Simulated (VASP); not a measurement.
# BeBi2C2 (P6/mmm) in VASP: single point with PBE

Aim: the single point of BeBi2C2 with PBE.

Everything below comes from runs of VASP 6.6.1. Logs are shortened: lines on timing, memory, paths and dates and some standing lists are left out, and cuts for length are marked.

**1. The cell of the first run**

It takes space group P6/mmm (No. 191, hexagonal). The conventional cell has a = 4.880 Å, b = 4.880 Å, c = 4.872 Å, α = 90.00°, β = 90.00°, γ = 120.00°. Be (site symmetry 6/mmm) has 6 Bi at 2.82 Å within 3.7 Å. Within 3.2 Å of Bi (site symmetry -6m2) lie 2 C at 2.44 Å and 3 Be at 2.82 Å and 3 Bi at 2.82 Å. Within 3.2 Å of C (site symmetry -6m2) lie 2 Bi at 2.44 Å and 3 C at 2.82 Å.

**2. Single point, PBE**

INCAR

```
PREC     = Accurate       # precision mode
ENCUT    = 520            # plane-wave cutoff, eV
EDIFF    = 1E-7           # SCF threshold, eV
ISMEAR   = 0              # smearing method
SIGMA    = 0.1            # smearing width, eV
LREAL    = False          # projectors in reciprocal space
LASPH    = True           # aspherical terms in the spheres
NELM     = 100            # most SCF steps
ALGO     = Normal         # electronic algorithm
ISIF     = 2              # what is computed and relaxed
LWAVE    = False          # write WAVECAR
LCHARG   = False          # write CHGCAR
GGA      = PE             # functional
NBANDS   = 28             # bands
```

KPOINTS

```
regular mesh
0
Gamma
  6 6 4
```

POSCAR

```
BeBi2C2
1.0
    4.8803447500      0.0000000000      0.0000000000
   -2.4401723700      4.2265025300      0.0000000000
    0.0000000000      0.0000000000      4.8720976300
Be Bi C
1 2 2
Direct
    0.0000000000      0.0000000000      0.5000000000
    0.3333333300      0.6666666700      0.5000000000
    0.6666666700      0.3333333300      0.5000000000
    0.3333333300      0.6666666700      0.0000000000
    0.6666666700      0.3333333300      0.0000000000
```

Potentials or basis: VASP PAW PBE potentials, release 64 (Be, Bi_d, C).

Run with:

```bash
> cat potpaw_PBE.64/Be/POTCAR potpaw_PBE.64/Bi_d/POTCAR potpaw_PBE.64/C/POTCAR > POTCAR
> mpirun -np 1 vasp_std > vasp.out
```

OUTCAR:

```text
PREC = Accurate
   ENCUT = 520
   EDIFF = 1E-7
   ISMEAR = 0
   LREAL = False
   LASPH = True
   NELM = 100
   ISIF = 2
   GGA = PE

 ion  position               nearest neighbor table
   1  0.000  0.000  0.500-   2 2.82   3 2.82   2 2.82   3 2.82   3 2.82   2 2.82
   2  0.333  0.667  0.500-   4 2.44   4 2.44   1 2.82   3 2.82   3 2.82   1 2.82   1 2.82   3 2.82

   3  0.667  0.333  0.500-   5 2.44   5 2.44   1 2.82   2 2.82   2 2.82   1 2.82   1 2.82   2 2.82

   4  0.333  0.667  0.000-   2 2.44   2 2.44
   5  0.667  0.333  0.000-   3 2.44   3 2.44

  LATTYP: Found a hexagonal cell.
 ALAT       =     4.8803447500
 C/A-ratio  =     0.9983101358

  Lattice vectors:

 A1 = (   4.8803447500,   0.0000000000,   0.0000000000)
 A2 = (  -2.4401723700,   4.2265025300,   0.0000000000)
 A3 = (   0.0000000000,   0.0000000000,   4.8720976300)

Analysis of symmetry for initial positions (statically):
=====================================================================
 Subroutine PRICEL returns:
 Original cell was already a primitive cell.

 Routine SETGRP: Setting up the symmetry group for a
 hexagonal supercell.

 Subroutine GETGRP returns: Found 24 space group operations
 (whereof 24 operations were pure point group operations)
 out of a pool of 24 trial point group operations.

The static configuration has the point symmetry D_6h.

Analysis of symmetry for dynamics (positions and initial velocities):
=====================================================================
 Subroutine PRICEL returns:
 Original cell was already a primitive cell.

 Routine SETGRP: Setting up the symmetry group for a
 hexagonal supercell.

 Subroutine GETGRP returns: Found 24 space group operations
 (whereof 24 operations were pure point group operations)
 out of a pool of 24 trial point group operations.

The dynamic configuration has the point symmetry D_6h.

 Subroutine INISYM returns: Found 24 space group operations
 (whereof 24 operations are pure point group operations),
 and found     1 'primitive' translations

----------------------------------------------------------------------------------------

                                     Primitive cell

  volume of cell :     100.4957

  direct lattice vectors                    reciprocal lattice vectors
     4.880344750  0.000000000  0.000000000     0.204903557  0.118301124  0.000000000
    -2.440172370  4.226502530  0.000000000     0.000000000  0.236602248  0.000000000
     0.000000000  0.000000000  4.872097630     0.000000000  0.000000000  0.205250403

  length of vectors
     4.880344750  4.880344745  4.872097630     0.236602248  0.236602248  0.205250403

  position of ions in fractional coordinates (direct lattice)
     0.000000000  0.000000000  0.500000000
     0.333333330  0.666666670  0.500000000
     0.666666670  0.333333330  0.500000000
     0.333333330  0.666666670  0.000000000
     0.666666670  0.333333330  0.000000000

  ion indices of the primitive-cell ions
   primitive index   ion index
                 1           1
                 2           2
                 3           3
                 4           4
                 5           5

----------------------------------------------------------------------------------------

 KPOINTS: regular mesh

Automatic generation of k-mesh.
 Grid dimensions read from file:
 generate k-points for:    6    6    4

 Generating k-lattice:

  Cartesian coordinates                     Fractional coordinates (reciprocal lattice)
     0.034150593  0.019716854  0.000000000     0.166666667  0.000000000  0.000000000
     0.000000000  0.039433708  0.000000000     0.000000000  0.166666667  0.000000000
     0.000000000  0.000000000  0.051312601     0.000000000  0.000000000  0.250000000

  Length of vectors
     0.039433708  0.039433708  0.051312601

  Shift w.r.t. Gamma in fractional coordinates (k-lattice)
     0.000000000  0.000000000  0.000000000

 Subroutine IBZKPT returns following result:
 ===========================================

 Found     21 irreducible k-points:

 Following reciprocal coordinates:
            Coordinates               Weight
  0.000000  0.000000  0.000000      1.000000
  0.166667  0.000000  0.000000      6.000000
  0.333333  0.000000  0.000000      6.000000
  0.500000  0.000000  0.000000      3.000000
  0.166667  0.166667  0.000000      6.000000
  0.333333  0.166667  0.000000     12.000000
[... 13 lines left out ...]
  0.333333  0.166667  0.500000     12.000000
  0.333333  0.333333  0.500000      2.000000
   k-points           NKPTS =     21   k-points in BZ     NKDIM =     21   number of bands    NBANDS=     28
   number of dos      NEDOS =    301   number of ions     NIONS =      5
   total plane-waves  NPLWV =  46656
   dimension x,y,z NGX =    36 NGY =   36 NGZ =   36
   dimension x,y,z NGXF=    72 NGYF=   72 NGZF=   72
   ions per type =               1   2   2
   NGX,Y,Z   is equivalent  to a cutoff of  12.26, 12.26, 12.28 a.u.
   NGXF,Y,Z  is equivalent  to a cutoff of  24.53, 24.53, 24.57 a.u.
 SYSTEM =  unknown system
   PREC   = accura    normal or accurate (medium, high low for compatibility)
   ISTART =      0    job   : 0-new  1-cont  2-samecut
   ICHARG =      2    charge: 1-file 2-atom 10-const
   ISPIN  =      1    spin polarized calculation?
   LNONCOLLINEAR =      F non collinear calculations
   LSORBIT =      F    spin-orbit coupling
   LASPH  =      T    aspherical Exc in radial PAW
   ENCUT  =  520.0 eV  38.22 Ry    6.18 a.u.   9.07  9.07  9.06*2*pi/ulx,y,z
   NELM   =    100;   NELMIN=  2; NELMDL= -5     # of ELM steps
   EDIFF  = 0.1E-06   stopping-criterion for ELM
   LREAL  =      F    real-space projection
   EDIFFG = 0.1E-05   stopping-criterion for IOM
   NSW    =      0    number of steps for IOM
   IBRION =     -1    ionic relax: 0-MD 1-quasi-New 2-CG
   NFREE  =      0    steps in history (QN), initial steepest desc. (CG)
   ISIF   =      2    stress and relaxation
   ISYM   =      2    0-nonsym 1-usesym 2-fastsym
   POTIM  = 0.5000    time-step for ionic-motion
   TEBEG  =    0.0;   TEEND  =   0.0 temperature during run
   PSTRESS=    0.0 pullay stress
   NELECT =      40.0000    total number of electrons
   NUPDOWN=      -1.0000    fix difference up-down
   EMIN   =  10.00;   EMAX   =-10.00  energy-range for DOS
   EFERMI =   0.00;   METHOD = LEGACY
   ISMEAR =     0;   SIGMA  =   0.10  broadening in eV -4-tet -1-fermi 0-gaus
   EFERMI_NEDOS =   21; number of points for ismear=-14 and -15
   IALGO  =     38    algorithm
   IMIX   =      4    mixing-type and parameters
     AMIX     =   0.40;   BMIX     =  1.00
     AMIX_MAG =   1.60;   BMIX_MAG =  1.00
  volume/ion in A,a.u.               =      20.10       135.64
  Fermi-wavevector in a.u.,A,eV,Ry     =   1.204238  2.275680 19.731018  1.450189
  Thomas-Fermi vector in A             =   2.339969
   LORBIT       =      0    0 simple, 1 ext, 2 COOP (PROOUT), +10 PAW based schemes
   GGA     = PE    functional components
   LHFCALC =     F    Hartree Fock is set to
   AEXX    =    0.0000 exact exchange contribution
   IVDW    =     0    specifies the selected vdW correction
   LEPSILON=     F    determine dielectric tensor
   LRPA    =     F    only Hartree local field effects (RPA)
 non-spin polarized calculation
 Gauss-broadening in eV      SIGMA  =   0.10
  energy-cutoff  :      520.00
  volume of cell :      100.50
 maximum number of plane-waves:      2721
   NGX = 19   NGY = 19   NGZ = 19

 number of electron      40.0000004 magnetization

 Free energy of the ion-electron system (eV)
  ---------------------------------------------------
  ext. energy  EPLUGINS =         0.00000000
  ---------------------------------------------------
  free energy    TOTEN  =       -16.21885346 eV

  energy without entropy =      -16.19699191  energy(sigma->0) =      -16.20792269

 E-fermi :   5.5528     XC(G=0):  -9.7304

 val. band max:        5.5527940367   @ k =   0.0000   0.0000   0.5000
 cond. band min:       5.5530799377   @ k =   0.1667   0.0000   0.2500
 fundamental gap:      0.0002859010
 Fermi energy:         5.5528390515

 k-point     1 :       0.0000    0.0000    0.0000
  band No.  band energies     occupation
      1     -17.8119      2.00000
      2     -17.8119      2.00000
      3     -17.7676      2.00000
      4     -17.6045      2.00000
      5     -17.6045      2.00000
      6     -17.5265      2.00000
[... 20 lines left out ...]
     27      12.9306      0.00000
     28      13.3739      0.00000

 k-point     2 :       0.1667    0.0000    0.0000
  band No.  band energies     occupation
      1     -17.8732      2.00000
      2     -17.8678      2.00000
      3     -17.7715      2.00000
      4     -17.6102      2.00000
      5     -17.5934      2.00000
      6     -17.4609      2.00000
[... 20 lines left out ...]
     27      12.1327      0.00000
     28      12.8084      0.00000

 k-point     3 :       0.3333    0.0000    0.0000
  band No.  band energies     occupation
      1     -17.9560      2.00000
      2     -17.9532      2.00000
      3     -17.7622      2.00000
      4     -17.6208      2.00000
      5     -17.5664      2.00000
      6     -17.4048      2.00000
[... 20 lines left out ...]
     27      11.6002      0.00000
     28      11.9120      0.00000

 k-point     4 :       0.5000    0.0000    0.0000
  band No.  band energies     occupation
      1     -17.9885      2.00000
      2     -17.9873      2.00000
      3     -17.7566      2.00000
      4     -17.6258      2.00000
      5     -17.5482      2.00000
      6     -17.4245      2.00000
[... 485 lines left out ...]
     27       9.1998      0.00000
     28      10.3177      0.00000

 k-point    20 :       0.3333    0.1667    0.5000
  band No.  band energies     occupation
      1     -18.0447      2.00000
      2     -17.9022      2.00000
      3     -17.7787      2.00000
      4     -17.6335      2.00000
      5     -17.5388      2.00000
      6     -17.4378      2.00000
[... 20 lines left out ...]
     27       9.4782      0.00000
     28      10.3693      0.00000

 k-point    21 :       0.3333    0.3333    0.5000
  band No.  band energies     occupation
      1     -18.0802      2.00000
      2     -17.8358      2.00000
      3     -17.8358      2.00000
      4     -17.6401      2.00000
      5     -17.4884      2.00000
      6     -17.4884      2.00000
[... 20 lines left out ...]
     27       8.5163      0.00000
     28      11.9249      0.00000

------------------------ aborting loop because EDIFF is reached ----------------------------------------

  FORCE on cell =-STRESS in cart. coord.  units (eV):
  Direction    XX          YY          ZZ          XY          YZ          ZX
  --------------------------------------------------------------------------------------
  -------------------------------------------------------------------------------------
  Total        8.7837375      8.7837375     -2.8015478      0.0000000      0.0000000      0.0000000
  in kB      140.0368437    140.0368436    -44.6643485      0.0000002      0.0000000      0.0000000
  external PRESSURE =      78.4697796 kB  Pullay stress =       0.0000000 kB

 VOLUME and BASIS-vectors are now :
 -----------------------------------------------------------------------------
  energy-cutoff  :      520.00
  volume of cell :      100.50
      direct lattice vectors                 reciprocal lattice vectors
     4.880344750  0.000000000  0.000000000     0.204903557  0.118301124  0.000000000
    -2.440172370  4.226502530  0.000000000     0.000000000  0.236602248  0.000000000
     0.000000000  0.000000000  4.872097630     0.000000000  0.000000000  0.205250403

 POSITION                                       TOTAL-FORCE (eV/Angst)
 -----------------------------------------------------------------------------------
      0.00000      0.00000      2.43605        -0.000000      0.000000     -0.000000
     -0.00000      2.81767      2.43605        -0.000000     -0.000000     -0.000000
      2.44017      1.40883      2.43605         0.000000      0.000000      0.000000
     -0.00000      2.81767      0.00000         0.000000      0.000000     -0.000000
      2.44017      1.40883      0.00000        -0.000000     -0.000000      0.000000
 -----------------------------------------------------------------------------------
    total drift:                                0.000000      0.000000      0.000000

  FREE ENERGIE OF THE ION-ELECTRON SYSTEM (eV)
  ---------------------------------------------------
  free  energy   TOTEN  =       -16.2188534616 eV

  energy  without entropy=      -16.1969919115  energy(sigma->0) =      -16.20792269
```

Run time: 49 s. Hardware: 1 thread of Intel Xeon Platinum 8259CL at 2.50GHz (Skylake/Cascade Lake), shared host; peak memory 0.23 GiB.

Results:

```yaml
Free_energy: -16.2189 eV
Pressure: 7.8 GPa
Band_gap_on_the_k_mesh: zero (band 20 reaches 6.72 eV, above the bottom of band 21 at 4.95 eV)
```

Stress tensor (GPa, compression positive):
```
14.00  0.00  0.00
 0.00 14.00  0.00
 0.00  0.00 -4.47
```

Caveat: spin-orbit coupling is left out, which moves the levels of the heavy elements.
